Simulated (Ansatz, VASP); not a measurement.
# One calculation of HfZr2Se6, two programs

```xyz
9
Lattice="3.2818 1.8947 6.9415 -3.2818 1.8947 6.9415 0.0000 -3.7895 6.9415" Properties=species:S:1:pos:R:3 pbc="T T T"
Zr    0.0000    0.0000    6.9415
Zr    0.0000    0.0000   13.8829
Hf    0.0000    0.0000    0.0000
Se   -1.1083   -1.8948   12.3018
Se   -1.0868    1.9072   12.3018
Se    2.1951   -0.0125   12.3018
Se   -2.1951    0.0125    8.5226
Se    1.0868   -1.9072    8.5226
Se    1.1083    1.8948    8.5226
```

Alike in both runs: task single point; functional PBE; k mesh 3 × 3 × 3; occupations gaussian, width 0.1 eV; no spin polarisation.

|  | VASP | Ansatz |
| --- | --- | --- |
| version | VASP 6.6.1 | Ansatz 0.2.0 |
| potentials or method | VASP PAW PBE potentials, release 64 (Zr_sv, Hf_pv, Se), cutoff 520 eV | scalar-relativistic, plane waves, PAW |
| valence electrons in the cell | 70 | 146 |

|  | VASP | Ansatz | Ansatz less VASP |
| --- | --- | --- | --- |
| gap on the k mesh at the Fermi level (eV) | 0.58 | 0.58 | -0.001 |
| least direct gap on the mesh (eV) | 1.20 | 1.20 | -0.001 |
| pressure (GPa) | 0.0 | 0.0 | +0.04 |
| traceless stress, the component that is largest in VASP (GPa) | -0.06 | -0.06 | -0.005 |
| rms of the force components (eV/Å) | 0.014 | 0.003 | -0.0110 |

Atom by atom the forces differ by 0.014 eV/Å (rms over components). VASP's potentials hold 70 valence electrons a cell and Ansatz's 146, so a difference there can come from the potentials and not from the codes.

Neither program's run includes spin-orbit coupling.
